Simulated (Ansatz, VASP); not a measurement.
**Two plane-wave programs on Mg6F**

```
CELL_PARAMETERS angstrom
3.20344 0.00000 0.00000
-1.60172 7.81532 0.00000
0.00000 0.00000 20.98511
ATOMIC_POSITIONS crystal
Mg 0.84939 0.69878 0.19061
Mg 0.52100 0.04200 0.21976
Mg 0.19261 0.38523 0.24891
Mg 0.37107 0.74148 0.32830
Mg 0.04262 0.08345 0.35424
Mg 0.71282 0.42511 0.38051
F 0.71282 0.05011 0.48201
```

Alike in both runs: task single point; functional PBE; k mesh 9 × 4 × 1; occupations gaussian, width 0.1 eV; no spin polarisation.

|  | VASP | Ansatz |
| --- | --- | --- |
| version | VASP 6.6.1 | Ansatz 0.2.0 |
| potentials or method | VASP PAW PBE potentials, release 64 (Mg, F), cutoff 520 eV | scalar-relativistic, plane waves, PAW |
| valence electrons in the cell | 19 | 67 |

|  | VASP | Ansatz | Ansatz less VASP |
| --- | --- | --- | --- |
| gap on the k mesh at the Fermi level (eV) | none | none | - |
| rms of the force components (eV/Å) | 0.578 | 0.581 | +0.0027 |

Atom by atom the forces differ by 0.004 eV/Å (rms over components). A gap of «none» marks a metal or a gap that the smearing closes. VASP's potentials hold 19 valence electrons a cell and Ansatz's 67, so a difference there can come from the potentials and not from the codes.
